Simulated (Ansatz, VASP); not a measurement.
## One calculation of AgBr, two programs

The input POSCAR:

```
AgBr
1.0
    0.0000000000      2.8927622861      2.8927622861
    2.8927622861      0.0000000000      2.8927622861
    2.8927622861      2.8927622861      0.0000000000
Ag Br
1 1
Direct
    0.0000000000      0.0000000000      0.0000000000
    0.5000000000      0.5000000000      0.5000000000
```

The input INCAR.step1:

```
  PREC = Accurate
  ENCUT = 400
  EDIFF = 1E-5
  ISMEAR = 0
  SIGMA = 0.01
  LREAL = False
  LASPH = True
  NELM = 120
  ALGO = Normal
  ISIF = 2
  LWAVE = True
  LCHARG = False
  GGA = PE
  NBANDS = 16
  GGA_COMPAT = False
```

File INCAR.step2:

```
  PREC = Accurate
  ENCUT = 400
  EDIFF = 1E-6
  ISMEAR = 0
  SIGMA = 0.01
  LREAL = False
  LASPH = True
  NELM = 120
  ALGO = Normal
  ISIF = 2
  LWAVE = False
  LCHARG = False
  GGA = PE
  LHFCALC = True
  HFSCREEN = 0.2079
  PRECFOCK = Normal
  ISTART = 1
  NBANDS = 16
  GGA_COMPAT = False
```

File KPOINTS:

```
Automatic mesh
0
Gamma
  4 4 4
```

Input for Ansatz:

```yaml
crystal:
  lattice:
    - [0.0, 2.8927622861, 2.8927622861]
    - [2.8927622861, 0.0, 2.8927622861]
    - [2.8927622861, 2.8927622861, 0.0]
  atoms:
    - { symbol: Ag, position: [0.0, 0.0, 0.0] }
    - { symbol: Br, position: [0.5, 0.5, 0.5] }
kpoints:
  mp_grid: { grid: [4, 4, 4] }
hamiltonian:
  xc: hse06
scf:
  occupations: { method: fixed }
  n_extra_bands: 4
output:
  forces: true
  stress: true
  eigenvalues: true
```

Alike in both runs: task single point; functional HSE06; k mesh 4 × 4 × 4; no spin polarisation.

```csv
,VASP,Ansatz
version,VASP 6.6.1,Ansatz 0.2.0
potentials or method,"VASP PAW PBE potentials, release 64 (Ag, Br)","plane waves, PAW"
plane-wave cutoff (eV),400,420
occupations,"gaussian, width 0.01 eV",fixed
valence electrons in the cell,18,26
```

Ansatz gave:

* gap on the k mesh at the Fermi level (eV): 2.04
* pressure (GPa): 1.1

Task: Which values does VASP return?

Result: gap on the k mesh at the Fermi level (eV): 2.02; pressure (GPa): 0.8.

VASP's potentials hold 18 valence electrons a cell and Ansatz's 26, so a difference there can come from the potentials and not from the codes. Ansatz's warnings: stress exchange threshold loose, stress scf threshold loose.

The k mesh is coarse, so the values compare programs but aren't converged.
